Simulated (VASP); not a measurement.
# Al3BP4 (Pmmm) in VASP: single point with PBE

Aim: the single point of Al3BP4 with PBE.

Everything below comes from runs of VASP 6.6.1. Logs are shortened: lines on timing, memory, paths and dates and some standing lists are left out, and cuts for length are marked.

## Step 1: The cell of the first run

It takes space group Pmmm (No. 47, orthorhombic). Conventional cell: a = 3.399 Å, b = 3.403 Å, c = 12.349 Å, α = 90.00°, β = 90.00°, γ = 90.00°. Al (site symmetry mm2) has 4 P at 2.47 Å and 1 Al at 2.66 Å and 4 B at 2.75 Å within 3.3 Å. Within 3.5 Å of Al (site symmetry mmm) lie 8 P at 2.65 Å and 4 Al at 3.40 Å. Within 2.5 Å of B (site symmetry mmm) lie 2 P at 1.91 Å. P (site symmetry mm2) has 1 P at 2.23 Å and 4 Al at 2.65 Å within 2.9 Å. Within 2.5 Å of P (site symmetry mm2) lie 1 B at 1.91 Å and 4 Al at 2.47 Å.

## Step 2: Single point, PBE

Contents of INCAR:

```
PREC = Accurate
ENCUT = 500
EDIFF = 1E-6
ISMEAR = 0
SIGMA = 0.2
LREAL = F
LASPH = T
NELM = 120
ALGO = Normal
ISIF = 2
LWAVE = F
LCHARG = F
GGA = PE
NBANDS = 26
GGA_COMPAT = F
```

Contents of KPOINTS:

```
Automatic mesh
0
Gamma
  5 5 2
```

Contents of POSCAR:

```
Al3BP4
1.0
    3.3990262102      0.0000000000      0.0000000000
    0.0000000000      3.4032621729      0.0000000000
    0.0000000000      0.0000000000     12.3493296532
Al B P
3 1 4
Direct
    0.0000000000      0.0000000000      0.6077611424
    0.0000000000      0.0000000000      0.3922388576
    0.5000000000      0.0000000000      0.0000000000
    0.5000000000      0.5000000000      0.5000000000
    0.0000000000      0.5000000000      0.0901240517
    0.5000000000      0.5000000000      0.3452648965
    0.0000000000      0.5000000000      0.9098759483
    0.5000000000      0.5000000000      0.6547351035
```

Potentials or basis: VASP PAW PBE potentials, release 64 (Al, B, P).

On the command line:

```console
cat potpaw_PBE.64/Al/POTCAR potpaw_PBE.64/B/POTCAR potpaw_PBE.64/P/POTCAR > POTCAR
mpirun -np 1 vasp_std > vasp.out
```

OUTCAR:

```text
PREC = Accurate
   ENCUT = 500
   EDIFF = 1E-6
   ISMEAR = 0
   LREAL = F
   LASPH = T
   NELM = 120
   ISIF = 2
   GGA = PE

 ion  position               nearest neighbor table
   1  0.000  0.000  0.608-   8 2.47   8 2.47   8 2.47   8 2.47   2 2.66   4 2.75   4 2.75   4 2.75
                             4 2.75
   2  0.000  0.000  0.392-   6 2.47   6 2.47   6 2.47   6 2.47   1 2.66   4 2.75   4 2.75   4 2.75
                             4 2.75
   3  0.500  0.000  0.000-   5 2.65   7 2.65   5 2.65   7 2.65   5 2.65   7 2.65   5 2.65   7 2.65

   4  0.500  0.500  0.500-   6 1.91   8 1.91   1 2.75   2 2.75   1 2.75   2 2.75   1 2.75   2 2.75
                             1 2.75   2 2.75
   5  0.000  0.500  0.090-   7 2.23   3 2.65   3 2.65   3 2.65   3 2.65
   6  0.500  0.500  0.345-   4 1.91   2 2.47   2 2.47   2 2.47   2 2.47
   7  0.000  0.500  0.910-   5 2.23   3 2.65   3 2.65   3 2.65   3 2.65
   8  0.500  0.500  0.655-   4 1.91   1 2.47   1 2.47   1 2.47   1 2.47

  LATTYP: Found a simple orthorhombic cell.
 ALAT       =     3.3990262102
 B/A-ratio  =     1.0012462283
 C/A-ratio  =     3.6331963596

  Lattice vectors:

 A1 = (   3.3990262102,   0.0000000000,   0.0000000000)
 A2 = (   0.0000000000,   3.4032621729,   0.0000000000)
 A3 = (   0.0000000000,   0.0000000000,  12.3493296532)

Analysis of symmetry for initial positions (statically):
=====================================================================
 Subroutine PRICEL returns:
 Original cell was already a primitive cell.

 Routine SETGRP: Setting up the symmetry group for a
 simple orthorhombic supercell.

 Subroutine GETGRP returns: Found  8 space group operations
 (whereof  8 operations were pure point group operations)
 out of a pool of  8 trial point group operations.

The static configuration has the point symmetry D_2h.

Analysis of symmetry for dynamics (positions and initial velocities):
=====================================================================
 Subroutine PRICEL returns:
 Original cell was already a primitive cell.

 Routine SETGRP: Setting up the symmetry group for a
 simple orthorhombic supercell.

 Subroutine GETGRP returns: Found  8 space group operations
 (whereof  8 operations were pure point group operations)
 out of a pool of  8 trial point group operations.

The dynamic configuration has the point symmetry D_2h.

 Subroutine INISYM returns: Found  8 space group operations
 (whereof  8 operations are pure point group operations),
 and found     1 'primitive' translations

----------------------------------------------------------------------------------------

                                     Primitive cell

  volume of cell :     142.8543

  direct lattice vectors                    reciprocal lattice vectors
     3.399026210  0.000000000  0.000000000     0.294201909  0.000000000  0.000000000
     0.000000000  3.403262173  0.000000000     0.000000000  0.293835723  0.000000000
     0.000000000  0.000000000 12.349329653     0.000000000  0.000000000  0.080976055

  length of vectors
     3.399026210  3.403262173 12.349329653     0.294201909  0.293835723  0.080976055

  position of ions in fractional coordinates (direct lattice)
     0.000000000  0.000000000  0.607761142
     0.000000000  0.000000000  0.392238858
     0.500000000  0.000000000  0.000000000
     0.500000000  0.500000000  0.500000000
     0.000000000  0.500000000  0.090124052
     0.500000000  0.500000000  0.345264896
     0.000000000  0.500000000  0.909875948
     0.500000000  0.500000000  0.654735104

  ion indices of the primitive-cell ions
   primitive index   ion index
                 1           1
                 2           2
                 3           3
                 4           4
                 5           5
                 6           6
                 7           7
                 8           8

----------------------------------------------------------------------------------------

 KPOINTS: Automatic mesh

Automatic generation of k-mesh.
 Grid dimensions read from file:
 generate k-points for:    5    5    2

 Generating k-lattice:

  Cartesian coordinates                     Fractional coordinates (reciprocal lattice)
     0.058840382  0.000000000  0.000000000     0.200000000  0.000000000  0.000000000
     0.000000000  0.058767145  0.000000000     0.000000000  0.200000000  0.000000000
     0.000000000  0.000000000  0.040488028     0.000000000  0.000000000  0.500000000

  Length of vectors
     0.058840382  0.058767145  0.040488028

  Shift w.r.t. Gamma in fractional coordinates (k-lattice)
     0.000000000  0.000000000  0.000000000

 Subroutine IBZKPT returns following result:
 ===========================================

 Found     18 irreducible k-points:

 Following reciprocal coordinates:
            Coordinates               Weight
  0.000000  0.000000  0.000000      1.000000
  0.200000  0.000000  0.000000      2.000000
  0.400000  0.000000  0.000000      2.000000
  0.000000  0.200000  0.000000      2.000000
  0.200000  0.200000  0.000000      4.000000
  0.400000  0.200000  0.000000      4.000000
[... 10 lines left out ...]
  0.200000  0.400000  0.500000      4.000000
  0.400000  0.400000  0.500000      4.000000
   k-points           NKPTS =     18   k-points in BZ     NKDIM =     18   number of bands    NBANDS=     26
   number of dos      NEDOS =    301   number of ions     NIONS =      8
   total plane-waves  NPLWV =  70560
   dimension x,y,z NGX =    28 NGY =   28 NGZ =   90
   dimension x,y,z NGXF=    56 NGYF=   56 NGZF=  180
   ions per type =               3   1   4
   NGX,Y,Z   is equivalent  to a cutoff of  13.69, 13.68, 12.12 a.u.
   NGXF,Y,Z  is equivalent  to a cutoff of  27.39, 27.36, 24.23 a.u.
 SYSTEM =  unknown system
   PREC   = accura    normal or accurate (medium, high low for compatibility)
   ISTART =      0    job   : 0-new  1-cont  2-samecut
   ICHARG =      2    charge: 1-file 2-atom 10-const
   ISPIN  =      1    spin polarized calculation?
   LNONCOLLINEAR =      F non collinear calculations
   LSORBIT =      F    spin-orbit coupling
   LASPH  =      T    aspherical Exc in radial PAW
   ENCUT  =  500.0 eV  36.75 Ry    6.06 a.u.   6.20  6.20 22.52*2*pi/ulx,y,z
   NELM   =    120;   NELMIN=  2; NELMDL= -5     # of ELM steps
   EDIFF  = 0.1E-05   stopping-criterion for ELM
   LREAL  =      F    real-space projection
   EDIFFG = 0.1E-04   stopping-criterion for IOM
   NSW    =      0    number of steps for IOM
   IBRION =     -1    ionic relax: 0-MD 1-quasi-New 2-CG
   NFREE  =      0    steps in history (QN), initial steepest desc. (CG)
   ISIF   =      2    stress and relaxation
   ISYM   =      2    0-nonsym 1-usesym 2-fastsym
   POTIM  = 0.5000    time-step for ionic-motion
   TEBEG  =    0.0;   TEEND  =   0.0 temperature during run
   PSTRESS=    0.0 pullay stress
   NELECT =      32.0000    total number of electrons
   NUPDOWN=      -1.0000    fix difference up-down
   EMIN   =  10.00;   EMAX   =-10.00  energy-range for DOS
   EFERMI =   0.00;   METHOD = LEGACY
   ISMEAR =     0;   SIGMA  =   0.20  broadening in eV -4-tet -1-fermi 0-gaus
   EFERMI_NEDOS =   21; number of points for ismear=-14 and -15
   IALGO  =     38    algorithm
   IMIX   =      4    mixing-type and parameters
     AMIX     =   0.40;   BMIX     =  1.00
     AMIX_MAG =   1.60;   BMIX_MAG =  1.00
  volume/ion in A,a.u.               =      17.86       120.50
  Fermi-wavevector in a.u.,A,eV,Ry     =   0.994246  1.878852 13.449693  0.988525
  Thomas-Fermi vector in A             =   2.126184
   LORBIT       =      0    0 simple, 1 ext, 2 COOP (PROOUT), +10 PAW based schemes
   GGA     = PE    functional components
   LHFCALC =     F    Hartree Fock is set to
   AEXX    =    0.0000 exact exchange contribution
   IVDW    =     0    specifies the selected vdW correction
   LEPSILON=     F    determine dielectric tensor
   LRPA    =     F    only Hartree local field effects (RPA)
 non-spin polarized calculation
 Gauss-broadening in eV      SIGMA  =   0.20
  energy-cutoff  :      500.00
  volume of cell :      142.85
 maximum number of plane-waves:      3648
 NGX is ok and might be reduce to    28
   NGX = 13   NGY = 13   NGZ = 45

 number of electron      32.0000002 magnetization

 Free energy of the ion-electron system (eV)
  ---------------------------------------------------
  ext. energy  EPLUGINS =         0.00000000
  ---------------------------------------------------
  free energy    TOTEN  =       -38.18175343 eV

  energy without entropy =      -38.11174860  energy(sigma->0) =      -38.14675102

 E-fermi :   6.0499     XC(G=0):  -9.6560

 val. band max:        5.9287077605   @ k =   0.2000   0.2000   0.0000
 cond. band min:       6.0535126057   @ k =   0.4000   0.2000   0.5000
 fundamental gap:      0.1248048452
 Fermi energy:         6.0499112245

 k-point     1 :       0.0000    0.0000    0.0000
  band No.  band energies     occupation
      1      -8.0450      2.00000
      2      -7.7445      2.00000
      3      -6.6714      2.00000
      4      -3.5818      2.00000
      5      -1.4100      2.00000
      6       1.5738      2.00000
[... 18 lines left out ...]
     25       9.7111      0.00000
     26      10.7845      0.00000

 k-point     2 :       0.2000    0.0000    0.0000
  band No.  band energies     occupation
      1      -7.6837      2.00000
      2      -7.3611      2.00000
      3      -6.3069      2.00000
      4      -3.2423      2.00000
      5      -1.0254      2.00000
      6       0.5547      2.00000
[... 18 lines left out ...]
     25      11.2979      0.00000
[... 434 lines left out ...]
     25      11.3460      0.00000
     26      11.4333      0.00000

 k-point    18 :       0.4000    0.4000    0.5000
  band No.  band energies     occupation
      1      -5.9057      2.00000
      2      -5.3797      2.00000
      3      -4.4918      2.00000
      4      -1.5401      2.00000
      5      -0.5974      2.00000
      6      -0.2048      2.00000
[... 18 lines left out ...]
     25      10.7835      0.00000
     26      10.9969      0.00000

------------------------ aborting loop because EDIFF is reached ----------------------------------------

  FORCE on cell =-STRESS in cart. coord.  units (eV):
  Direction    XX          YY          ZZ          XY          YZ          ZX
  --------------------------------------------------------------------------------------
  -------------------------------------------------------------------------------------
  Total       -0.1071974     -0.1474514      0.2041587      0.0000000      0.0000000      0.0000000
  in kB       -1.2022685     -1.6537359      2.2897344      0.0000000      0.0000000      0.0000000
  external PRESSURE =      -0.1887567 kB  Pullay stress =       0.0000000 kB

 VOLUME and BASIS-vectors are now :
 -----------------------------------------------------------------------------
  energy-cutoff  :      500.00
  volume of cell :      142.85
      direct lattice vectors                 reciprocal lattice vectors
     3.399026210  0.000000000  0.000000000     0.294201909  0.000000000  0.000000000
     0.000000000  3.403262173  0.000000000     0.000000000  0.293835723  0.000000000
     0.000000000  0.000000000 12.349329653     0.000000000  0.000000000  0.080976055

 POSITION                                       TOTAL-FORCE (eV/Angst)
 -----------------------------------------------------------------------------------
      0.00000      0.00000      7.50544        -0.000000      0.000000     -0.009539
      0.00000      0.00000      4.84389         0.000000      0.000000      0.009539
      1.69951      0.00000      0.00000        -0.000000      0.000000      0.000000
      1.69951      1.70163      6.17466        -0.000000      0.000000      0.000000
      0.00000      1.70163      1.11297        -0.000000      0.000000     -0.020327
      1.69951      1.70163      4.26379        -0.000000      0.000000     -0.019348
      0.00000      1.70163     11.23636        -0.000000      0.000000      0.020327
      1.69951      1.70163      8.08554        -0.000000      0.000000      0.019348
 -----------------------------------------------------------------------------------
    total drift:                                0.000000      0.000000      0.000000

  FREE ENERGIE OF THE ION-ELECTRON SYSTEM (eV)
  ---------------------------------------------------
  free  energy   TOTEN  =       -38.1817534326 eV

  energy  without entropy=      -38.1117486015  energy(sigma->0) =      -38.14675102
```

It took 35 s on 1 thread of Intel Xeon 6975P-C (Granite Rapids), shared host; peak memory 0.26 GiB.

What came out:

```yaml
Free_energy: -38.1818 eV
Pressure: 0.0 GPa
Largest_force: 0.020 eV/Å
Band_gap_on_the_k_mesh: zero (band 16 reaches 8.09 eV, above the bottom of band 17 at 4.13 eV)
```

Forces on the atoms (eV/Å):
```
Al   0.000  0.000 -0.010
Al   0.000  0.000  0.010
Al   0.000  0.000  0.000
B    0.000  0.000  0.000
P    0.000  0.000 -0.020
P    0.000  0.000 -0.019
P    0.000  0.000  0.020
P    0.000  0.000  0.019
```

Caveat: the k points lie up to 0.37 Å⁻¹ apart; this functional lacks dispersion, which binds the layers, so the pressure and a relaxed spacing across them are unreliable.
